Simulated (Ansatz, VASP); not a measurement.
**Ge5F: VASP beside Ansatz**

```xyz
6
Lattice="4.6412 0.0000 0.0000 -2.3206 4.0194 0.0000 0.0000 0.0000 5.5767" Properties=species:S:1:pos:R:3 pbc="T T T"
Ge    0.0000    2.6796    1.3037
Ge    2.3206    1.3398    1.3037
Ge    2.3206    1.3398    4.2730
Ge    0.0000    2.6796    4.2730
Ge    0.0000    0.0000    2.7883
F     0.0000    0.0000    0.0000
```

Alike in both runs: functional PBE; k mesh 6 × 6 × 4; occupations gaussian, width 0.1 eV; no spin polarisation.

Ansatz relaxed the structure, and its values are those at the end. VASP's run is a single point on that final structure, the one shown.

|  | VASP | Ansatz |
| --- | --- | --- |
| version | VASP 6.6.1 | Ansatz 0.2.0 |
| potentials or method | VASP PAW PBE potentials, release 64 (Ge_d, F), cutoff 520 eV | scalar-relativistic, plane waves, PAW |
| valence electrons in the cell | 77 | 77 |

Ansatz gave:

- gap on the k mesh at the Fermi level (eV): none
- pressure (GPa): 0.0
- rms of the force components (eV/Å): 0.005

Task: Which values does VASP return?

Result: gap on the k mesh at the Fermi level (eV): none; pressure (GPa): 0.0; rms of the force components (eV/Å): 0.006.

A gap of «none» marks a metal or a gap that the smearing closes.
